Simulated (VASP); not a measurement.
# Si (R-3) in VASP: single point with LDA

Aim: the single point of Si with LDA.

Program: VASP 6.6.1. These are calculated values, not measurements. Logs are shortened: lines on timing, memory, paths and dates and some standing lists are left out, and cuts for length are marked.

### 1 The cell of the first run

Symmetry: R-3, No. 148, trigonal system. Conventional cell: a = 9.319 Å, b = 9.319 Å, c = 6.023 Å, α = 90.00°, β = 90.00°, γ = 120.00°. Si (site symmetry 1) has 4 Si at 2.35 to 2.48 Å within 3.1 Å. Within 3.1 Å of Si (site symmetry 3) lie 4 Si at 2.35 to 2.60 Å.

### 2 Single point, LDA (strain +0.000 along x and y, +0.080 along z)

File INCAR:

```
SYSTEM = Si
PREC = Accurate
ENCUT = 520
EDIFF = 1E-6
ISMEAR = 0
SIGMA = 0.15
LREAL = .False.
LASPH = .True.
NELM = 60
ALGO = Normal
ISIF = 2
LWAVE = .False.
LCHARG = .True.
GGA = CA
LELF = .True.
LVHAR = .True.
NBANDS = 26
```

File KPOINTS:

```
Automatic mesh
0
Gamma
  12 12 12
  0 0 0
```

File POSCAR:

```
Si
1.0
    4.6594203132      2.6901175721      2.0076694239
   -4.6594203132      2.6901175721      2.0076694239
    0.0000000000     -5.3802351441      2.0076694240
Si
8
Direct
    0.0230438192      0.7214117077      0.5254377641
    0.9769561808      0.2785882923      0.4745622359
    0.7155636601      0.7155636601      0.7155636601
    0.2785882923      0.4745622359      0.9769561808
    0.4745622359      0.9769561808      0.2785882923
    0.7214117077      0.5254377641      0.0230438192
    0.2844363399      0.2844363399      0.2844363399
    0.5254377641      0.0230438192      0.7214117077
```

Potentials or basis: VASP PAW LDA potentials, release 64 (Si).

Started as:

```
cat potpaw_LDA.64/Si/POTCAR > POTCAR
mpirun -np 1 vasp_std > vasp.out
```

OUTCAR:

```text
SYSTEM = Si
   PREC = Accurate
   ENCUT = 520
   EDIFF = 1E-6
   ISMEAR = 0
   LREAL = .False.
   LASPH = .True.
   NELM = 60
   ISIF = 2
   GGA = CA

 ion  position               nearest neighbor table
   1  0.023  0.721  0.525-   3 2.35   2 2.38   6 2.48   8 2.48
   2  0.977  0.279  0.475-   7 2.35   1 2.38   4 2.48   5 2.48
   3  0.716  0.716  0.716-   6 2.35   1 2.35   8 2.35   7 2.60
   4  0.279  0.475  0.977-   7 2.35   6 2.38   2 2.48   5 2.48
   5  0.475  0.977  0.279-   7 2.35   8 2.38   2 2.48   4 2.48
   6  0.721  0.525  0.023-   3 2.35   4 2.38   1 2.48   8 2.48
   7  0.284  0.284  0.284-   4 2.35   2 2.35   5 2.35   3 2.60
   8  0.525  0.023  0.721-   3 2.35   5 2.38   1 2.48   6 2.48

  LATTYP: Found a trigonal (rhomboedric) cell.
 ALAT       =     5.7426184552
 COS(alpha) =    -0.3166606260

  Lattice vectors:

 A1 = (   4.6594203132,   2.6901175721,   2.0076694239)
 A2 = (  -4.6594203132,   2.6901175721,   2.0076694239)
 A3 = (   0.0000000000,  -5.3802351441,   2.0076694240)

Analysis of symmetry for initial positions (statically):
=====================================================================
 Subroutine PRICEL returns:
 Original cell was already a primitive cell.

 Routine SETGRP: Setting up the symmetry group for a
 trigonal (rhombohedral) supercell.

 Subroutine GETGRP returns: Found  6 space group operations
 (whereof  6 operations were pure point group operations)
 out of a pool of 12 trial point group operations.

The static configuration has the point symmetry S_6 .

Analysis of symmetry for dynamics (positions and initial velocities):
=====================================================================
 Subroutine PRICEL returns:
 Original cell was already a primitive cell.

 Routine SETGRP: Setting up the symmetry group for a
 trigonal (rhombohedral) supercell.

 Subroutine GETGRP returns: Found  6 space group operations
 (whereof  6 operations were pure point group operations)
 out of a pool of 12 trial point group operations.

The dynamic configuration has the point symmetry S_6 .

 Subroutine INISYM returns: Found  6 space group operations
 (whereof  6 operations are pure point group operations),
 and found     1 'primitive' translations

----------------------------------------------------------------------------------------

                                     Primitive cell

  volume of cell :     150.9895

  direct lattice vectors                    reciprocal lattice vectors
     4.659420313  2.690117572  2.007669424     0.107309486  0.061955161  0.166029989
    -4.659420313  2.690117572  2.007669424    -0.107309486  0.061955161  0.166029989
     0.000000000 -5.380235144  2.007669424     0.000000000 -0.123910322  0.166029989

  length of vectors
     5.742618455  5.742618455  5.742618455     0.207170763  0.207170763  0.207170763

  position of ions in fractional coordinates (direct lattice)
     0.023043819  0.721411708  0.525437764
     0.976956181  0.278588292  0.474562236
     0.715563660  0.715563660  0.715563660
     0.278588292  0.474562236  0.976956181
     0.474562236  0.976956181  0.278588292
     0.721411708  0.525437764  0.023043819
     0.284436340  0.284436340  0.284436340
     0.525437764  0.023043819  0.721411708

  ion indices of the primitive-cell ions
   primitive index   ion index
                 1           1
                 2           2
                 3           3
                 4           4
                 5           5
                 6           6
                 7           7
                 8           8

----------------------------------------------------------------------------------------

 KPOINTS: Automatic mesh

Automatic generation of k-mesh.
 Grid dimensions read from file:
 generate k-points for:   12   12   12

 Generating k-lattice:

  Cartesian coordinates                     Fractional coordinates (reciprocal lattice)
     0.008942457  0.005162930  0.013835832     0.083333333 -0.000000000  0.000000000
    -0.008942457  0.005162930  0.013835832    -0.000000000  0.083333333  0.000000000
     0.000000000 -0.010325860  0.013835832     0.000000000  0.000000000  0.083333333

  Length of vectors
     0.017264230  0.017264230  0.017264230

  Shift w.r.t. Gamma in fractional coordinates (k-lattice)
     0.000000000  0.000000000  0.000000000

 Subroutine IBZKPT returns following result:
 ===========================================

 Found    294 irreducible k-points:

 Following reciprocal coordinates:
            Coordinates               Weight
  0.000000  0.000000  0.000000      1.000000
  0.083333  0.000000 -0.000000      6.000000
  0.166667  0.000000 -0.000000      6.000000
  0.250000  0.000000 -0.000000      6.000000
  0.333333  0.000000  0.000000      6.000000
  0.416667  0.000000 -0.000000      6.000000
[... 16 lines left out ...]
 -0.250000  0.083333 -0.000000      6.000000
  0.250000  0.000000 -0.083333      6.000000
 [... further k-points ...]
   k-points           NKPTS =    294   k-points in BZ     NKDIM =    294   number of bands    NBANDS=     26
   number of dos      NEDOS =    301   number of ions     NIONS =      8
   total plane-waves  NPLWV = 110592
   dimension x,y,z NGX =    48 NGY =   48 NGZ =   48
   dimension x,y,z NGXF=    96 NGYF=   96 NGZF=   96
   ions per type =               8
   NGX,Y,Z   is equivalent  to a cutoff of  13.90, 13.90, 13.90 a.u.
   NGXF,Y,Z  is equivalent  to a cutoff of  27.79, 27.79, 27.79 a.u.
 SYSTEM =  Si
   PREC   = accura    normal or accurate (medium, high low for compatibility)
   ISTART =      0    job   : 0-new  1-cont  2-samecut
   ICHARG =      2    charge: 1-file 2-atom 10-const
   ISPIN  =      1    spin polarized calculation?
   LNONCOLLINEAR =      F non collinear calculations
   LSORBIT =      F    spin-orbit coupling
   LASPH  =      T    aspherical Exc in radial PAW
   ENCUT  =  520.0 eV  38.22 Ry    6.18 a.u.  10.68 10.68 10.68*2*pi/ulx,y,z
   NELM   =     60;   NELMIN=  2; NELMDL= -5     # of ELM steps
   EDIFF  = 0.1E-05   stopping-criterion for ELM
   LREAL  =      F    real-space projection
   EDIFFG = 0.1E-04   stopping-criterion for IOM
   NSW    =      0    number of steps for IOM
   IBRION =     -1    ionic relax: 0-MD 1-quasi-New 2-CG
   NFREE  =      0    steps in history (QN), initial steepest desc. (CG)
   ISIF   =      2    stress and relaxation
   ISYM   =      2    0-nonsym 1-usesym 2-fastsym
   POTIM  = 0.5000    time-step for ionic-motion
   TEBEG  =    0.0;   TEEND  =   0.0 temperature during run
   PSTRESS=    0.0 pullay stress
   NELECT =      32.0000    total number of electrons
   NUPDOWN=      -1.0000    fix difference up-down
   EMIN   =  10.00;   EMAX   =-10.00  energy-range for DOS
   EFERMI =   0.00;   METHOD = LEGACY
   ISMEAR =     0;   SIGMA  =   0.15  broadening in eV -4-tet -1-fermi 0-gaus
   EFERMI_NEDOS =   21; number of points for ismear=-14 and -15
   IALGO  =     38    algorithm
   IMIX   =      4    mixing-type and parameters
     AMIX     =   0.40;   BMIX     =  1.00
     AMIX_MAG =   1.60;   BMIX_MAG =  1.00
  volume/ion in A,a.u.               =      18.87       127.37
  Fermi-wavevector in a.u.,A,eV,Ry     =   0.976059  1.844484 12.962143  0.952691
  Thomas-Fermi vector in A             =   2.106648
   LORBIT       =      0    0 simple, 1 ext, 2 COOP (PROOUT), +10 PAW based schemes
   GGA     = CA    functional components
   LHFCALC =     F    Hartree Fock is set to
   AEXX    =    0.0000 exact exchange contribution
   IVDW    =     0    specifies the selected vdW correction
   LEPSILON=     F    determine dielectric tensor
   LRPA    =     F    only Hartree local field effects (RPA)
 non-spin polarized calculation
 Gauss-broadening in eV      SIGMA  =   0.15
  energy-cutoff  :      520.00
  volume of cell :      150.99
 maximum number of plane-waves:      4105
 NGX is ok and might be reduce to    48
   NGX = 21   NGY = 21   NGZ = 21

 number of electron      31.9999999 magnetization

 Free energy of the ion-electron system (eV)
  ---------------------------------------------------
  ext. energy  EPLUGINS =         0.00000000
  ---------------------------------------------------
  free energy    TOTEN  =       -46.17094396 eV

  energy without entropy =      -46.16376499  energy(sigma->0) =      -46.16735447

 E-fermi :   6.6336     XC(G=0):  -9.9937

 val. band max:        6.6170157861   @ k =   0.1667  -0.0833   0.5000
 cond. band min:       6.6447932576   @ k =   0.4167   0.0000  -0.0000
 fundamental gap:      0.0277774715
 Fermi energy:         6.6336238253

 k-point     1 :       0.0000    0.0000    0.0000
  band No.  band energies     occupation
      1      -5.7590      2.00000
      2      -1.6829      2.00000
      3      -1.2772      2.00000
      4      -1.2772      2.00000
      5      -0.4351      2.00000
      6       0.3148      2.00000
[... 18 lines left out ...]
     25      11.7609      0.00000
     26      12.1927      0.00000

 k-point     2 :       0.0833    0.0000   -0.0000
  band No.  band energies     occupation
      1      -5.7204      2.00000
      2      -1.7915      2.00000
      3      -1.4289      2.00000
      4      -1.3093      2.00000
      5      -0.5233      2.00000
      6       0.3068      2.00000
[... 18 lines left out ...]
     25      11.8062      0.00000
     26      12.0242      0.00000

 k-point     3 :       0.1667    0.0000   -0.0000
  band No.  band energies     occupation
      1      -5.6050      2.00000
      2      -2.1676      2.00000
      3      -1.6562      2.00000
      4      -1.3909      2.00000
      5      -0.6723      2.00000
      6       0.2158      2.00000
[... 572 lines left out ...]
 k-point    23 :      -0.2500    0.0833   -0.0000
  band No.  band energies     occupation
      1      -5.4767      2.00000
      2      -2.5046      2.00000
      3      -1.7768      2.00000
      4      -1.3882      2.00000
      5      -0.9128      2.00000
      6       0.1391      2.00000
[... 18 lines left out ...]
     25      11.1301      0.00000
     26      11.5565      0.00000

 k-point    24 :       0.2500    0.0000   -0.0833
  band No.  band energies     occupation
      1      -5.4769      2.00000
      2      -2.4616      2.00000
      3      -1.9140      2.00000
      4      -1.2858      2.00000
      5      -0.9160      2.00000
      6       0.1019      2.00000
[... 18 lines left out ...]
     25      11.1286      0.00000
     26      11.7190      0.00000

 [... further k-points ...]

------------------------ aborting loop because EDIFF is reached ----------------------------------------

  FORCE on cell =-STRESS in cart. coord.  units (eV):
  Direction    XX          YY          ZZ          XY          YZ          ZX
  --------------------------------------------------------------------------------------
  -------------------------------------------------------------------------------------
  Total       -2.3015706     -2.3015706    -13.5301117      0.0000000     -0.0000000      0.0000000
  in kB      -24.4223965    -24.4223965   -143.5705481      0.0000001     -0.0000000      0.0000000
  external PRESSURE =     -64.1384470 kB  Pullay stress =       0.0000000 kB

 VOLUME and BASIS-vectors are now :
 -----------------------------------------------------------------------------
  energy-cutoff  :      520.00
  volume of cell :      150.99
      direct lattice vectors                 reciprocal lattice vectors
     4.659420313  2.690117572  2.007669424     0.107309486  0.061955161  0.166029989
    -4.659420313  2.690117572  2.007669424    -0.107309486  0.061955161  0.166029989
     0.000000000 -5.380235144  2.007669424     0.000000000 -0.123910322  0.166029989

 POSITION                                       TOTAL-FORCE (eV/Angst)
 -----------------------------------------------------------------------------------
     -3.25399     -0.82431      2.54953         0.185965      0.352731     -0.207036
      3.25399      0.82431      3.47348        -0.185965     -0.352731      0.207036
      0.00000      0.00000      4.30985         0.000000     -0.000000     -0.769165
     -0.91312     -3.23019      3.47348        -0.212492      0.337416      0.207036
     -2.34086      2.40588      3.47348         0.398456      0.015315      0.207036
      0.91312      3.23019      2.54953         0.212492     -0.337416     -0.207036
      0.00000      0.00000      1.71316         0.000000      0.000000      0.769165
      2.34086     -2.40588      2.54953        -0.398456     -0.015315     -0.207036
 -----------------------------------------------------------------------------------
    total drift:                               -0.000000     -0.000000      0.000000

  FREE ENERGIE OF THE ION-ELECTRON SYSTEM (eV)
  ---------------------------------------------------
  free  energy   TOTEN  =       -46.1709439581 eV

  energy  without entropy=      -46.1637649865  energy(sigma->0) =      -46.16735447
```

Run time: 7.7 min. Hardware: 1 thread of Intel Xeon 6975P-C (Granite Rapids), shared host; peak memory 0.8 GiB.

What came out:

```yaml
Free_energy: -46.1709 eV
Pressure: -6.4 GPa
Largest_force: 0.769 eV/Å
Band_gap_on_the_k_mesh: zero (bands 16 and 17 overlap by 0.59 eV)
```

Forces on the atoms (eV/Å):
```
Si   0.186  0.353 -0.207
Si  -0.186 -0.353  0.207
Si   0.000  0.000 -0.769
Si  -0.212  0.337  0.207
Si   0.398  0.015  0.207
Si   0.212 -0.337 -0.207
Si   0.000  0.000  0.769
Si  -0.398 -0.015 -0.207
```

Caveat: the cell differs from its parent crystal (strain +0.000 along x and y, +0.080 along z); the stress differs along the axes, from -14 to -2 GPa; semilocal functionals underestimate gaps, and a narrow one can read as zero.

The gap in the log of VASP goes by the Fermi energy; the results here count the filled bands.